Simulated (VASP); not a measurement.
# Sr (P6_3/mmc) in VASP: further runs

Sr is run at these levels: r2SCAN; tasks: single point.

Program: VASP 6.6.1. These are calculated values, not measurements. Logs are shortened: lines on timing, memory, paths and dates and some standing lists are left out, and cuts for length are marked.

## (1) The cell of the first run

The structure is hexagonal, space group P6_3/mmc (No. 194). The conventional cell has a = 4.138 Å, b = 4.138 Å, c = 7.332 Å, α = 90.00°, β = 90.00°, γ = 120.00°. Sr (site symmetry -6m2) has 12 Sr at 4.14 to 4.38 Å within 5.4 Å.

This isn't the form of Sr at room conditions, which is fcc.

## (2) Single point, r2SCAN (strain -0.040 along x and y, +0.040 along z)

POSCAR

```
Sr
1.0
    4.1376002118      0.0000000000      0.0000000000
   -2.0688001059      3.5832668942      0.0000000000
    0.0000000000      0.0000000000      7.3320000000
Sr
2
Direct
    0.3333333333      0.6666666667      0.2500000000
    0.6666666667      0.3333333333      0.7500000000
```

INCAR.step1

```
PREC = Accurate
ENCUT = 520
ISMEAR = 0
SIGMA = 0.15
LREAL = F
LASPH = T
NELM = 100
NBANDS = 17
GGA = PE
ALGO = Normal
EDIFF = 1E-4
LWAVE = T
LCHARG = F
```

INCAR.step2

```
PREC = Accurate
ENCUT = 520
EDIFF = 1E-7
ISMEAR = 0
SIGMA = 0.15
LREAL = F
LASPH = T
NELM = 100
ALGO = Normal
ISIF = 2
LWAVE = F
LCHARG = F
METAGGA = R2SCAN
LMIXTAU = T
NBANDS = 17
ISTART = 1
```

KPOINTS

```
regular mesh
0
Gamma
  12 12 8
```

Potentials or basis: VASP PAW PBE potentials, release 64 (Sr_sv).

Run with:

```
> cat potpaw_PBE.64/Sr_sv/POTCAR > POTCAR
> cp INCAR.step1 INCAR
> mpirun -np 1 vasp_std > vasp.out
> cp INCAR.step2 INCAR
> mpirun -np 1 vasp_std > vasp.out
```

OUTCAR:

```text
PREC = Accurate
   ENCUT = 520
   EDIFF = 1E-7
   ISMEAR = 0
   LREAL = F
   LASPH = T
   NELM = 100
   ISIF = 2
   METAGGA = R2SCAN
   ISTART = 1

 ion  position               nearest neighbor table
   1  0.333  0.667  0.250-   2 4.38   2 4.38   2 4.38   2 4.38   2 4.38   2 4.38
   2  0.667  0.333  0.750-   1 4.38   1 4.38   1 4.38   1 4.38   1 4.38   1 4.38

  LATTYP: Found a hexagonal cell.
 ALAT       =     4.1376002118
 C/A-ratio  =     1.7720416726

  Lattice vectors:

 A1 = (   4.1376002118,   0.0000000000,   0.0000000000)
 A2 = (  -2.0688001059,   3.5832668942,   0.0000000000)
 A3 = (   0.0000000000,   0.0000000000,   7.3320000000)

Analysis of symmetry for initial positions (statically):
=====================================================================
 Subroutine PRICEL returns:
 Original cell was already a primitive cell.

 Routine SETGRP: Setting up the symmetry group for a
 hexagonal supercell.

 Subroutine GETGRP returns: Found 24 space group operations
 (whereof 12 operations were pure point group operations)
 out of a pool of 24 trial point group operations.

The static configuration has the point symmetry D_3d.
 The point group associated with its full space group is D_6h.

Analysis of symmetry for dynamics (positions and initial velocities):
=====================================================================
 Subroutine PRICEL returns:
 Original cell was already a primitive cell.

 Routine SETGRP: Setting up the symmetry group for a
 hexagonal supercell.

 Subroutine GETGRP returns: Found 24 space group operations
 (whereof 12 operations were pure point group operations)
 out of a pool of 24 trial point group operations.

The dynamic configuration has the point symmetry D_3d.
 The point group associated with its full space group is D_6h.

 Subroutine INISYM returns: Found 24 space group operations
 (whereof 12 operations are pure point group operations),
 and found     1 'primitive' translations

----------------------------------------------------------------------------------------

                                     Primitive cell

  volume of cell :     108.7052

  direct lattice vectors                    reciprocal lattice vectors
     4.137600212  0.000000000  0.000000000     0.241685989  0.139537471  0.000000000
    -2.068800106  3.583266894  0.000000000     0.000000000  0.279074942  0.000000000
     0.000000000  0.000000000  7.332000000     0.000000000  0.000000000  0.136388434

  length of vectors
     4.137600212  4.137600212  7.332000000     0.279074942  0.279074942  0.136388434

  position of ions in fractional coordinates (direct lattice)
     0.333333333  0.666666667  0.250000000
     0.666666667  0.333333333  0.750000000

  ion indices of the primitive-cell ions
   primitive index   ion index
                 1           1
                 2           2

----------------------------------------------------------------------------------------

 KPOINTS: regular mesh

Automatic generation of k-mesh.
 Grid dimensions read from file:
 generate k-points for:   12   12    8

 Generating k-lattice:

  Cartesian coordinates                     Fractional coordinates (reciprocal lattice)
     0.020140499  0.011628123  0.000000000     0.083333333  0.000000000  0.000000000
     0.000000000  0.023256245  0.000000000     0.000000000  0.083333333  0.000000000
     0.000000000  0.000000000  0.017048554     0.000000000  0.000000000  0.125000000

  Length of vectors
     0.023256245  0.023256245  0.017048554

  Shift w.r.t. Gamma in fractional coordinates (k-lattice)
     0.000000000  0.000000000  0.000000000

 Subroutine IBZKPT returns following result:
 ===========================================

 Found     95 irreducible k-points:

 Following reciprocal coordinates:
            Coordinates               Weight
  0.000000  0.000000  0.000000      1.000000
  0.083333  0.000000  0.000000      6.000000
  0.166667 -0.000000  0.000000      6.000000
  0.250000 -0.000000  0.000000      6.000000
  0.333333 -0.000000  0.000000      6.000000
  0.416667 -0.000000  0.000000      6.000000
[... 16 lines left out ...]
  0.250000 -0.000000  0.125000     12.000000
  0.333333 -0.000000  0.125000     12.000000
 [... further k-points ...]
   k-points           NKPTS =     95   k-points in BZ     NKDIM =     95   number of bands    NBANDS=     17
   number of dos      NEDOS =    301   number of ions     NIONS =      2
   total plane-waves  NPLWV =  57344
   dimension x,y,z NGX =    32 NGY =   32 NGZ =   56
   dimension x,y,z NGXF=    64 NGYF=   64 NGZF=  112
   ions per type =               2
   NGX,Y,Z   is equivalent  to a cutoff of  12.86, 12.86, 12.70 a.u.
   NGXF,Y,Z  is equivalent  to a cutoff of  25.71, 25.71, 25.39 a.u.
 SYSTEM =  unknown system
   PREC   = accura    normal or accurate (medium, high low for compatibility)
   ISTART =      1    job   : 0-new  1-cont  2-samecut
   ICHARG =      0    charge: 1-file 2-atom 10-const
   ISPIN  =      1    spin polarized calculation?
   LNONCOLLINEAR =      F non collinear calculations
   LSORBIT =      F    spin-orbit coupling
   LASPH  =      T    aspherical Exc in radial PAW
   ENCUT  =  520.0 eV  38.22 Ry    6.18 a.u.   7.69  7.69 13.63*2*pi/ulx,y,z
   NELM   =    100;   NELMIN=  2; NELMDL=  0     # of ELM steps
   EDIFF  = 0.1E-06   stopping-criterion for ELM
   LREAL  =      F    real-space projection
   EDIFFG = 0.1E-05   stopping-criterion for IOM
   NSW    =      0    number of steps for IOM
   IBRION =     -1    ionic relax: 0-MD 1-quasi-New 2-CG
   NFREE  =      0    steps in history (QN), initial steepest desc. (CG)
   ISIF   =      2    stress and relaxation
   ISYM   =      2    0-nonsym 1-usesym 2-fastsym
   POTIM  = 0.5000    time-step for ionic-motion
   TEBEG  =    0.0;   TEEND  =   0.0 temperature during run
   PSTRESS=    0.0 pullay stress
   NELECT =      20.0000    total number of electrons
   NUPDOWN=      -1.0000    fix difference up-down
   EMIN   =  10.00;   EMAX   =-10.00  energy-range for DOS
   EFERMI =   0.00;   METHOD = LEGACY
   ISMEAR =     0;   SIGMA  =   0.15  broadening in eV -4-tet -1-fermi 0-gaus
   EFERMI_NEDOS =   21; number of points for ismear=-14 and -15
   IALGO  =     38    algorithm
   IMIX   =      4    mixing-type and parameters
     AMIX     =   0.40;   BMIX     =  1.00
     AMIX_MAG =   1.60;   BMIX_MAG =  1.00
  volume/ion in A,a.u.               =      54.35       366.79
  Fermi-wavevector in a.u.,A,eV,Ry     =   0.931111  1.759545 11.795811  0.866968
  Thomas-Fermi vector in A             =   2.057570
   LORBIT       =      0    0 simple, 1 ext, 2 COOP (PROOUT), +10 PAW based schemes
   METAGGA = R2SCAN    functional components
   LHFCALC =     F    Hartree Fock is set to
   AEXX    =    0.0000 exact exchange contribution
   IVDW    =     0    specifies the selected vdW correction
   LEPSILON=     F    determine dielectric tensor
   LRPA    =     F    only Hartree local field effects (RPA)
 non-spin polarized calculation
 Gauss-broadening in eV      SIGMA  =   0.15
  energy-cutoff  :      520.00
  volume of cell :      108.71
 maximum number of plane-waves:      2961
 NGX is ok and might be reduce to    32
   NGX = 15   NGY = 15   NGZ = 27

 number of electron      20.0000000 magnetization

 Free energy of the ion-electron system (eV)
  ---------------------------------------------------
  ext. energy  EPLUGINS =         0.00000000
  ---------------------------------------------------
  free energy    TOTEN  =       -30.16152008 eV

  energy without entropy =      -30.13619013  energy(sigma->0) =      -30.14885511

 E-fermi :   1.6503     XC(G=0):  -7.8302

 val. band max:        1.6350876282   @ k =   0.4167  -0.0000   0.0000
 cond. band min:       1.6593194042   @ k =   0.3333   0.3333   0.1250
 fundamental gap:      0.0242317760
 Fermi energy:         1.6502971637

 k-point     1 :       0.0000    0.0000    0.0000
  band No.  band energies     occupation
      1     -36.3586      2.00000
      2     -36.3477      2.00000
      3     -17.7798      2.00000
      4     -17.6332      2.00000
      5     -17.6332      2.00000
      6     -17.6156      2.00000
[... 9 lines left out ...]
     16       4.7347      0.00000
     17       5.6484      0.00000

 k-point     2 :       0.0833    0.0000    0.0000
  band No.  band energies     occupation
      1     -36.3574      2.00000
      2     -36.3468      2.00000
      3     -17.7751      2.00000
      4     -17.6476      2.00000
      5     -17.6372      2.00000
      6     -17.6303      2.00000
[... 9 lines left out ...]
     16       4.8449      0.00000
     17       5.3714      0.00000

 k-point     3 :       0.1667   -0.0000    0.0000
  band No.  band energies     occupation
      1     -36.3541      2.00000
      2     -36.3445      2.00000
      3     -17.7618      2.00000
      4     -17.6869      2.00000
      5     -17.6697      2.00000
      6     -17.6478      2.00000
[... 9 lines left out ...]
     16       4.8040      0.00000
     17       5.1722      0.00000

 k-point     4 :       0.2500   -0.0000    0.0000
  band No.  band energies     occupation
      1     -36.3495      2.00000
      2     -36.3414      2.00000
      3     -17.7421      2.00000
      4     -17.7405      2.00000
      5     -17.7222      2.00000
      6     -17.6619      2.00000
[... 9 lines left out ...]
     16       4.9334      0.00000
     17       5.2995      0.00000

 k-point     5 :       0.3333   -0.0000    0.0000
  band No.  band energies     occupation
      1     -36.3448      2.00000
      2     -36.3385      2.00000
      3     -17.7940      2.00000
      4     -17.7733      2.00000
      5     -17.7197      2.00000
      6     -17.6757      2.00000
[... 9 lines left out ...]
     16       5.2371      0.00000
     17       5.9578      0.00000

 k-point     6 :       0.4167   -0.0000    0.0000
  band No.  band energies     occupation
      1     -36.3410      2.00000
      2     -36.3366      2.00000
      3     -17.8329      2.00000
      4     -17.8100      2.00000
      5     -17.6996      2.00000
      6     -17.6858      2.00000
[... 9 lines left out ...]
     16       5.7294      0.00000
     17       6.7360      0.00000

 k-point     7 :       0.5000   -0.0000    0.0000
  band No.  band energies     occupation
      1     -36.3396      2.00000
      2     -36.3360      2.00000
      3     -17.8471      2.00000
      4     -17.8233      2.00000
      5     -17.6904      2.00000
      6     -17.6894      2.00000
[... 9 lines left out ...]
     16       6.0175      0.00000
     17       6.9647      0.00000

 k-point     8 :       0.0833    0.0833    0.0000
  band No.  band energies     occupation
      1     -36.3552      2.00000
      2     -36.3453      2.00000
      3     -17.7661      2.00000
      4     -17.6723      2.00000
      5     -17.6604      2.00000
      6     -17.6418      2.00000
[... 9 lines left out ...]
     16       4.9789      0.00000
     17       5.0675      0.00000
[... 203 lines left out ...]
      1     -36.3359      2.00000
      2     -36.3359      2.00000
      3     -17.7921      2.00000
      4     -17.7722      2.00000
      5     -17.7722      2.00000
      6     -17.7491      2.00000
[... 9 lines left out ...]
     16       5.7164      0.00000
     17       5.7164      0.00000

 k-point    20 :       0.0000    0.0000    0.1250
  band No.  band energies     occupation
      1     -36.3582      2.00000
      2     -36.3481      2.00000
      3     -17.7735      2.00000
      4     -17.6326      2.00000
      5     -17.6326      2.00000
      6     -17.6163      2.00000
[... 9 lines left out ...]
     16       4.7015      0.00000
     17       5.7151      0.00000

 k-point    21 :       0.0833    0.0000    0.1250
  band No.  band energies     occupation
      1     -36.3570      2.00000
      2     -36.3473      2.00000
      3     -17.7691      2.00000
      4     -17.6468      2.00000
      5     -17.6365      2.00000
      6     -17.6322      2.00000
[... 9 lines left out ...]
     16       4.8051      0.00000
     17       5.4797      0.00000

 k-point    22 :       0.1667   -0.0000    0.1250
  band No.  band energies     occupation
      1     -36.3538      2.00000
      2     -36.3449      2.00000
      3     -17.7571      2.00000
      4     -17.6853      2.00000
      5     -17.6716      2.00000
      6     -17.6469      2.00000
[... 9 lines left out ...]
     16       5.0428      0.00000
     17       5.0675      0.00000

 k-point    23 :       0.2500   -0.0000    0.1250
  band No.  band energies     occupation
      1     -36.3492      2.00000
      2     -36.3417      2.00000
      3     -17.7500      2.00000
      4     -17.7296      2.00000
      5     -17.7218      2.00000
      6     -17.6609      2.00000
[... 9 lines left out ...]
     16       4.9398      0.00000
     17       5.3072      0.00000

 k-point    24 :       0.3333   -0.0000    0.1250
  band No.  band energies     occupation
      1     -36.3445      2.00000
      2     -36.3388      2.00000
      3     -17.7955      2.00000
      4     -17.7757      2.00000
      5     -17.7133      2.00000
      6     -17.6747      2.00000
[... 9 lines left out ...]
     16       5.2777      0.00000
     17       5.9120      0.00000

 [... further k-points ...]

------------------------ aborting loop because EDIFF is reached ----------------------------------------

  FORCE on cell =-STRESS in cart. coord.  units (eV):
  Direction    XX          YY          ZZ          XY          YZ          ZX
  --------------------------------------------------------------------------------------
  -------------------------------------------------------------------------------------
  Total        0.8925720      0.8925720     -0.4653480      0.0000000      0.0000000      0.0000000
  in kB       13.1553891     13.1553891     -6.8586452      0.0000000      0.0000000      0.0000000
  external PRESSURE =       6.4840444 kB  Pullay stress =       0.0000000 kB

 VOLUME and BASIS-vectors are now :
 -----------------------------------------------------------------------------
  energy-cutoff  :      520.00
  volume of cell :      108.71
      direct lattice vectors                 reciprocal lattice vectors
     4.137600212  0.000000000  0.000000000     0.241685989  0.139537471  0.000000000
    -2.068800106  3.583266894  0.000000000     0.000000000  0.279074942  0.000000000
     0.000000000  0.000000000  7.332000000     0.000000000  0.000000000  0.136388434

 POSITION                                       TOTAL-FORCE (eV/Angst)
 -----------------------------------------------------------------------------------
     -0.00000      2.38884      1.83300         0.000000      0.000000      0.000000
      2.06880      1.19442      5.49900         0.000000     -0.000000     -0.000000
 -----------------------------------------------------------------------------------
    total drift:                               -0.000000      0.000000     -0.000000

  FREE ENERGIE OF THE ION-ELECTRON SYSTEM (eV)
  ---------------------------------------------------
  free  energy   TOTEN  =       -30.1615200845 eV

  energy  without entropy=      -30.1361901262  energy(sigma->0) =      -30.14885511
```

It took 18 min on 1 thread of Intel Xeon 8259CL, shared host; peak memory 0.34 GiB.

What came out:

```yaml
Free_energy: -30.1615 eV
Pressure: 0.6 GPa
Band_gap_on_the_k_mesh: zero (bands 10 and 11 overlap by 0.63 eV)
```

Levels at points of the mesh, in eV from the Fermi level:
```
           k point  band 8  band 9  band 10  band 11  band 12  band 13
(0.00, 0.00, 0.00)  -19.26   -3.86    -1.33    -0.34     2.22     2.74
(0.50, 0.00, 0.00)  -19.29   -0.97    -0.50     0.06     0.39     1.29
(0.00, 0.00, 0.50)  -19.27   -2.96    -2.96     1.16     1.16     2.79
(0.50, 0.00, 0.50)  -19.30   -0.74    -0.74     0.28     0.28     1.41
```

Caveat: the cell differs from its parent crystal (strain -0.040 along x and y, +0.040 along z); the PAW data sets were made with another functional, which shifts forces and pressure a little.

[end of part 1 of 3]

The gap in the log of VASP goes by the Fermi energy; the results here count the filled bands.